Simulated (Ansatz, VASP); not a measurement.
## HfO2 in VASP and in Ansatz

Contents of INCAR:

```
SYSTEM = HfO2
  PREC = Accurate
  ENCUT = 520
  EDIFF = 1E-6
  ISMEAR = 0
  SIGMA = 0.05
  LREAL = .False.
  LASPH = .True.
  NELM = 100
  ALGO = Normal
  ISIF = 2
  LWAVE = .False.
  LCHARG = .False.
  GGA = PE
  NBANDS = 18
```

KPOINTS

```
Automatic mesh
0
Gamma
  8 8 8
  0 0 0
```

File POSCAR:

```
HfO2
1.0
    0.0000000000      2.5255312500      2.5575000000
    2.5894687500      0.0000000000      2.5575000000
    2.5894687500      2.5255312500      0.0000000000
Hf O
1 2
Direct
    0.0000000000      0.0000000000      0.0000000000
    0.2500000000      0.2500000000      0.2500000000
    0.7500000000      0.7500000000      0.7500000000
```

Input for Ansatz:

```yaml
crystal:
  lattice:
    - [0.0, 2.52553125, 2.5575]
    - [2.58946875, 0.0, 2.5575]
    - [2.58946875, 2.52553125, 0.0]
  atoms:
    - { symbol: Hf, position: [0.0, 0.0, 0.0] }
    - { symbol: O, position: [0.25, 0.25, 0.25] }
    - { symbol: O, position: [0.75, 0.75, 0.75] }
basis:
  ecutwfc: 420
kpoints:
  mp_grid: { grid: [8, 8, 8] }
hamiltonian:
  xc: pbe
scf:
  occupations: { method: gaussian, width: 0.05 }
output:
  forces: true
  stress: true
  eigenvalues: true
```

Change from the starting cell: strain +0.0125 x Voigt [1, -1, 0, 0, 0, 0], atoms carried along.

Alike in both runs: task single point; functional PBE; k mesh 8 × 8 × 8; occupations gaussian, width 0.05 eV; no spin polarisation.

|  | VASP | Ansatz |
| --- | --- | --- |
| version | VASP 6.6.1 | Ansatz 0.2.0 |
| potentials or method | VASP PAW PBE potentials, release 64 (Hf_pv, O), cutoff 520 eV | scalar-relativistic, plane waves, PAW |
| valence electrons in the cell | 22 | 38 |

Ansatz gave:

* gap on the k mesh at the Fermi level (eV): 3.56
* least direct gap on the mesh (eV): 3.58
* pressure (GPa): -2.4
* traceless stress, the component that is largest in VASP (GPa): 5.56

Question: Which values does VASP return?

Answer: gap on the k mesh at the Fermi level (eV): 3.55; least direct gap on the mesh (eV): 3.58; pressure (GPa): -5.9; traceless stress, the component that is largest in VASP (GPa): 5.66.

VASP's potentials hold 22 valence electrons a cell and Ansatz's 38, so a difference there can come from the potentials and not from the codes.

Spin-orbit coupling is off throughout.
